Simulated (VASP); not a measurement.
# Ti (P6_3/mmc) in VASP: further runs

The runs below take Ti through single point, with PBE, LDA.

Everything below comes from runs of VASP 6.6.1. Logs are shortened: lines on timing, memory, paths and dates and some standing lists are left out, and cuts for length are marked.

## Step 1: The cell of the first run

Symmetry: P6_3/mmc, No. 194, hexagonal system. Conventional cell: a = 2.970 Å, b = 2.970 Å, c = 4.711 Å, α = 90.00°, β = 90.00°, γ = 120.00°. Within 3.8 Å of Ti (site symmetry -6m2) lie 12 Ti at 2.91 to 2.97 Å.

## Step 2: Single point, PBE

INCAR reads:

```
ALGO = Normal
EDIFF = 1E-6
ENCUT = 520
GGA = PE
ISIF = 2
ISMEAR = -1
LASPH = True
LCHARG = False
LREAL = False
LWAVE = False
NBANDS = 19
NELM = 100
PREC = Accurate
SIGMA = 0.05
```

KPOINTS reads:

```
k-points
0
Gamma
  10 10 6
```

POSCAR reads:

```
Ti
1.0
    2.9695369932      0.0000000000      0.0000000000
   -1.4847684966      2.5716944736      0.0000000000
    0.0000000000      0.0000000000      4.7109942807
Ti
2
Direct
    0.6666666667      0.3333333333      0.7500000000
    0.3333333333      0.6666666667      0.2500000000
```

Potentials or basis: VASP PAW PBE potentials, release 64 (Ti_sv).

Command:

```
$ cat potpaw_PBE.64/Ti_sv/POTCAR > POTCAR
$ mpirun -np 1 vasp_std > vasp.out
```

OUTCAR:

```text
EDIFF = 1E-6
   ENCUT = 520
   GGA = PE
   ISIF = 2
   ISMEAR = -1
   LASPH = True
   LREAL = False
   NELM = 100
   PREC = Accurate

 ion  position               nearest neighbor table
   1  0.667  0.333  0.750-   2 2.91   2 2.91   2 2.91   2 2.91   2 2.91   2 2.91
   2  0.333  0.667  0.250-   1 2.91   1 2.91   1 2.91   1 2.91   1 2.91   1 2.91

  LATTYP: Found a hexagonal cell.
 ALAT       =     2.9695369932
 C/A-ratio  =     1.5864406780

  Lattice vectors:

 A1 = (   2.9695369932,   0.0000000000,   0.0000000000)
 A2 = (  -1.4847684966,   2.5716944736,   0.0000000000)
 A3 = (   0.0000000000,   0.0000000000,   4.7109942807)

Analysis of symmetry for initial positions (statically):
=====================================================================
 Subroutine PRICEL returns:
 Original cell was already a primitive cell.

 Routine SETGRP: Setting up the symmetry group for a
 hexagonal supercell.

 Subroutine GETGRP returns: Found 24 space group operations
 (whereof 12 operations were pure point group operations)
 out of a pool of 24 trial point group operations.

The static configuration has the point symmetry D_3d.
 The point group associated with its full space group is D_6h.

Analysis of symmetry for dynamics (positions and initial velocities):
=====================================================================
 Subroutine PRICEL returns:
 Original cell was already a primitive cell.

 Routine SETGRP: Setting up the symmetry group for a
 hexagonal supercell.

 Subroutine GETGRP returns: Found 24 space group operations
 (whereof 12 operations were pure point group operations)
 out of a pool of 24 trial point group operations.

The dynamic configuration has the point symmetry D_3d.
 The point group associated with its full space group is D_6h.

 Subroutine INISYM returns: Found 24 space group operations
 (whereof 12 operations are pure point group operations),
 and found     1 'primitive' translations

----------------------------------------------------------------------------------------

                                     Primitive cell

  volume of cell :      35.9766

  direct lattice vectors                    reciprocal lattice vectors
     2.969536993  0.000000000  0.000000000     0.336752835  0.194424340  0.000000000
    -1.484768497  2.571694474  0.000000000     0.000000000  0.388848679  0.000000000
     0.000000000  0.000000000  4.710994281     0.000000000  0.000000000  0.212269415

  length of vectors
     2.969536993  2.969536993  4.710994281     0.388848679  0.388848679  0.212269415

  position of ions in fractional coordinates (direct lattice)
     0.666666667  0.333333333  0.750000000
     0.333333333  0.666666667  0.250000000

  ion indices of the primitive-cell ions
   primitive index   ion index
                 1           1
                 2           2

----------------------------------------------------------------------------------------

 KPOINTS: k-points

Automatic generation of k-mesh.
 Grid dimensions read from file:
 generate k-points for:   10   10    6

 Generating k-lattice:

  Cartesian coordinates                     Fractional coordinates (reciprocal lattice)
     0.033675283  0.019442434  0.000000000     0.100000000  0.000000000  0.000000000
     0.000000000  0.038884868  0.000000000     0.000000000  0.100000000  0.000000000
     0.000000000  0.000000000  0.035378236     0.000000000  0.000000000  0.166666667

  Length of vectors
     0.038884868  0.038884868  0.035378236

  Shift w.r.t. Gamma in fractional coordinates (k-lattice)
     0.000000000  0.000000000  0.000000000

 Subroutine IBZKPT returns following result:
 ===========================================

 Found     56 irreducible k-points:

 Following reciprocal coordinates:
            Coordinates               Weight
  0.000000  0.000000  0.000000      1.000000
  0.100000  0.000000  0.000000      6.000000
  0.200000  0.000000  0.000000      6.000000
  0.300000  0.000000  0.000000      6.000000
  0.400000 -0.000000  0.000000      6.000000
  0.500000  0.000000  0.000000      3.000000
[... 16 lines left out ...]
  0.300000  0.100000  0.166667     24.000000
  0.400000  0.100000  0.166667     24.000000
 [... further k-points ...]
   k-points           NKPTS =     56   k-points in BZ     NKDIM =     56   number of bands    NBANDS=     19
   number of dos      NEDOS =    301   number of ions     NIONS =      2
   total plane-waves  NPLWV =  20736
   dimension x,y,z NGX =    24 NGY =   24 NGZ =   36
   dimension x,y,z NGXF=    48 NGYF=   48 NGZF=   72
   ions per type =               2
   NGX,Y,Z   is equivalent  to a cutoff of  13.44, 13.44, 12.70 a.u.
   NGXF,Y,Z  is equivalent  to a cutoff of  26.87, 26.87, 25.41 a.u.
 SYSTEM =  unknown system
   PREC   = accura    normal or accurate (medium, high low for compatibility)
   ISTART =      0    job   : 0-new  1-cont  2-samecut
   ICHARG =      2    charge: 1-file 2-atom 10-const
   ISPIN  =      1    spin polarized calculation?
   LNONCOLLINEAR =      F non collinear calculations
   LSORBIT =      F    spin-orbit coupling
   LASPH  =      T    aspherical Exc in radial PAW
   ENCUT  =  520.0 eV  38.22 Ry    6.18 a.u.   5.52  5.52  8.76*2*pi/ulx,y,z
   NELM   =    100;   NELMIN=  2; NELMDL= -5     # of ELM steps
   EDIFF  = 0.1E-05   stopping-criterion for ELM
   LREAL  =      F    real-space projection
   EDIFFG = 0.1E-04   stopping-criterion for IOM
   NSW    =      0    number of steps for IOM
   IBRION =     -1    ionic relax: 0-MD 1-quasi-New 2-CG
   NFREE  =      0    steps in history (QN), initial steepest desc. (CG)
   ISIF   =      2    stress and relaxation
   ISYM   =      2    0-nonsym 1-usesym 2-fastsym
   POTIM  = 0.5000    time-step for ionic-motion
   TEBEG  =    0.0;   TEEND  =   0.0 temperature during run
   PSTRESS=    0.0 pullay stress
   NELECT =      24.0000    total number of electrons
   NUPDOWN=      -1.0000    fix difference up-down
   EMIN   =  10.00;   EMAX   =-10.00  energy-range for DOS
   EFERMI =   0.00;   METHOD = LEGACY
   ISMEAR =    -1;   SIGMA  =   0.05  broadening in eV -4-tet -1-fermi 0-gaus
   EFERMI_NEDOS =   21; number of points for ismear=-14 and -15
   IALGO  =     38    algorithm
   IMIX   =      4    mixing-type and parameters
     AMIX     =   0.40;   BMIX     =  1.00
     AMIX_MAG =   1.60;   BMIX_MAG =  1.00
  volume/ion in A,a.u.               =      17.99       121.39
  Fermi-wavevector in a.u.,A,eV,Ry     =   1.430447  2.703152 27.839939  2.046178
  Thomas-Fermi vector in A             =   2.550291
   LORBIT       =      0    0 simple, 1 ext, 2 COOP (PROOUT), +10 PAW based schemes
   GGA     = PE    functional components
   LHFCALC =     F    Hartree Fock is set to
   AEXX    =    0.0000 exact exchange contribution
   IVDW    =     0    specifies the selected vdW correction
   LEPSILON=     F    determine dielectric tensor
   LRPA    =     F    only Hartree local field effects (RPA)
 non-spin polarized calculation
  energy-cutoff  :      520.00
  volume of cell :       35.98
 maximum number of plane-waves:      1014
 NGX is ok and might be reduce to    24
   NGX = 11   NGY = 11   NGZ = 17

 number of electron      24.0000002 magnetization

 Free energy of the ion-electron system (eV)
  ---------------------------------------------------
  ext. energy  EPLUGINS =         0.00000000
  ---------------------------------------------------
  free energy    TOTEN  =       -15.66404694 eV

  energy without entropy =      -15.64431298  energy(sigma->0) =      -15.65417996

 E-fermi :   7.9600     XC(G=0): -11.3335

 val. band max:        7.9590252888   @ k =   0.1000   0.1000   0.1667
 cond. band min:       7.9688875948   @ k =   0.3000   0.3000   0.3333
 fundamental gap:      0.0098623060
 Fermi energy:         7.9599815616

 k-point     1 :       0.0000    0.0000    0.0000
  band No.  band energies     occupation
      1     -48.9523      2.00000
      2     -48.8346      2.00000
      3     -25.5005      2.00000
      4     -24.9237      2.00000
      5     -24.9237      2.00000
      6     -24.8713      2.00000
[... 11 lines left out ...]
     18       9.5367      0.00000
     19      10.9859      0.00000

 k-point     2 :       0.1000    0.0000    0.0000
  band No.  band energies     occupation
      1     -48.9438      2.00000
      2     -48.8312      2.00000
      3     -25.4811      2.00000
      4     -24.9632      2.00000
      5     -24.9368      2.00000
      6     -24.8796      2.00000
[... 11 lines left out ...]
     18       9.3947      0.00000
     19      11.0592      0.00000

 k-point     3 :       0.2000    0.0000    0.0000
  band No.  band energies     occupation
      1     -48.9211      2.00000
      2     -48.8232      2.00000
      3     -25.4270      2.00000
      4     -25.0675      2.00000
      5     -24.9796      2.00000
      6     -24.9699      2.00000
[... 11 lines left out ...]
     18       9.8218      0.00000
     19      11.1952      0.00000

 k-point     4 :       0.3000    0.0000    0.0000
  band No.  band energies     occupation
      1     -48.8909      2.00000
      2     -48.8150      2.00000
      3     -25.3498      2.00000
      4     -25.1980      2.00000
      5     -25.1036      2.00000
      6     -25.0089      2.00000
[... 11 lines left out ...]
     18      10.4584      0.00000
     19      11.3017      0.00000

 k-point     5 :       0.4000   -0.0000    0.0000
  band No.  band energies     occupation
      1     -48.8632      2.00000
      2     -48.8117      2.00000
      3     -25.3043      2.00000
      4     -25.2698      2.00000
      5     -25.2004      2.00000
      6     -25.0394      2.00000
[... 11 lines left out ...]
     18      11.1562      0.00000
     19      11.3592      0.00000
[... 334 lines left out ...]
      2     -48.8325      2.00000
      3     -25.4143      2.00000
      4     -25.0140      2.00000
      5     -25.0037      2.00000
      6     -24.9508      2.00000
[... 11 lines left out ...]
     18       9.8333      0.00000
     19      11.1030      0.00000

 k-point    22 :       0.2000    0.1000    0.1667
  band No.  band energies     occupation
      1     -48.8961      2.00000
      2     -48.8232      2.00000
      3     -25.3669      2.00000
      4     -25.1230      2.00000
      5     -25.0918      2.00000
      6     -24.9935      2.00000
[... 11 lines left out ...]
     18      10.3296      0.00000
     19      11.1738      0.00000

 k-point    23 :       0.3000    0.1000    0.1667
  band No.  band energies     occupation
      1     -48.8683      2.00000
      2     -48.8162      2.00000
      3     -25.3379      2.00000
      4     -25.2211      2.00000
      5     -25.1610      2.00000
      6     -25.0365      2.00000
[... 11 lines left out ...]
     18      10.8677      0.00000
     19      11.3701      0.00000

 k-point    24 :       0.4000    0.1000    0.1667
  band No.  band energies     occupation
      1     -48.8482      2.00000
      2     -48.8148      2.00000
      3     -25.3631      2.00000
      4     -25.2624      2.00000
      5     -25.1699      2.00000
      6     -25.0560      2.00000
[... 11 lines left out ...]
     18      11.2380      0.00000
     19      11.9215      0.00000

 [... further k-points ...]
[... 5 lines left out ...]
  --------------------------------------------------------------------------------------
  -------------------------------------------------------------------------------------
  Total       -0.7990019     -0.7990019     -0.8872615      0.0000000      0.0000000     -0.0000000
  in kB      -35.5826010    -35.5826010    -39.5131407      0.0000000      0.0000000     -0.0000000
  external PRESSURE =     -36.8927809 kB  Pullay stress =       0.0000000 kB

 VOLUME and BASIS-vectors are now :
 -----------------------------------------------------------------------------
  energy-cutoff  :      520.00
  volume of cell :       35.98
      direct lattice vectors                 reciprocal lattice vectors
     2.969536993  0.000000000  0.000000000     0.336752835  0.194424340  0.000000000
    -1.484768497  2.571694474  0.000000000     0.000000000  0.388848679  0.000000000
     0.000000000  0.000000000  4.710994281     0.000000000  0.000000000  0.212269415

 POSITION                                       TOTAL-FORCE (eV/Angst)
 -----------------------------------------------------------------------------------
      1.48477      0.85723      3.53325        -0.000000      0.000000      0.000000
     -0.00000      1.71446      1.17775         0.000000     -0.000000      0.000000
 -----------------------------------------------------------------------------------
    total drift:                               -0.000000      0.000000     -0.000000

  FREE ENERGIE OF THE ION-ELECTRON SYSTEM (eV)
  ---------------------------------------------------
  free  energy   TOTEN  =       -15.6640469428 eV

  energy  without entropy=      -15.6443129829  energy(sigma->0) =      -15.65417996
```

Wall time 44 s (1 thread of Intel Xeon Platinum 8375C at 2.90GHz (Ice Lake), shared host); peak memory 0.17 GiB.

Results:

* Free energy: -15.6640 eV
* Pressure: -3.7 GPa
* Band gap on the k mesh: zero (bands 12 and 13 overlap by 1.00 eV)

Caveat: the cell stands under tension.

## Step 3: Single point, LDA

This run uses another cell than the first one, of 18.34 Å³/atom.

INCAR reads:

```
SYSTEM = Ti
ALGO = Fast ; EDIFF = 1E-6
ENCUT = 520 ; ISIF = 2
ISMEAR = -1 ; LASPH = .TRUE.
LCHARG = .FALSE. ; LREAL = .FALSE.
LWAVE = .FALSE. ; NBANDS = 19
NELM = 60 ; PREC = Accurate
SIGMA = 0.05
```

KPOINTS reads:

```
k-points
0
G
  10 10 6
  0 0 0
```

POSCAR reads:

```
Ti
1.0
    2.9888202413      0.0000000000      0.0000000000
   -1.4944101206      2.5883942563      0.0000000000
    0.0000000000      0.0000000000      4.7415860099
Ti
2
Direct
    0.6666666667      0.3333333333      0.7500000000
    0.3333333333      0.6666666667      0.2500000000
```

Potentials or basis: VASP PAW LDA potentials, release 64 (Ti_sv).

Command:

```
$ cat potpaw_LDA.64/Ti_sv/POTCAR > POTCAR
$ mpirun -np 1 vasp_std > vasp.out
```

It took 1.9 min on 1 thread of Intel Xeon Platinum 8375C at 2.90GHz (Ice Lake), shared host; peak memory 0.15 GiB.

The run converged. Its results:

| Item | Value |
| --- | --- |
| Free energy | -16.9039 eV |
| Pressure | -13.2 GPa |
| Band gap on the k mesh | zero (bands 12 and 13 overlap by 0.93 eV) |

Stress tensor (GPa, compression positive):
```
-12.99   0.00   0.00
  0.00 -12.99   0.00
  0.00   0.00 -13.66
```

Levels at points of the mesh, in eV from the Fermi level:
```
           k point  band 9  band 10  band 11  band 12  band 13  band 14  band 15  band 16
(0.00, 0.00, 0.00)   -5.98    -2.54     0.73     0.73     0.74     0.82     1.18     1.18
(0.50, 0.00, 0.00)   -2.24    -1.99    -1.70    -0.58     0.44     0.57     1.09     3.11
(0.00, 0.00, 0.50)   -4.20    -4.20     0.09     0.09     0.64     0.64     0.64     0.64
(0.50, 0.00, 0.50)   -2.39    -2.39    -0.75    -0.75     1.27     1.27     1.60     1.60
```

Caveat: the cell stands under tension.

(Part 1 of 2 ends here.)
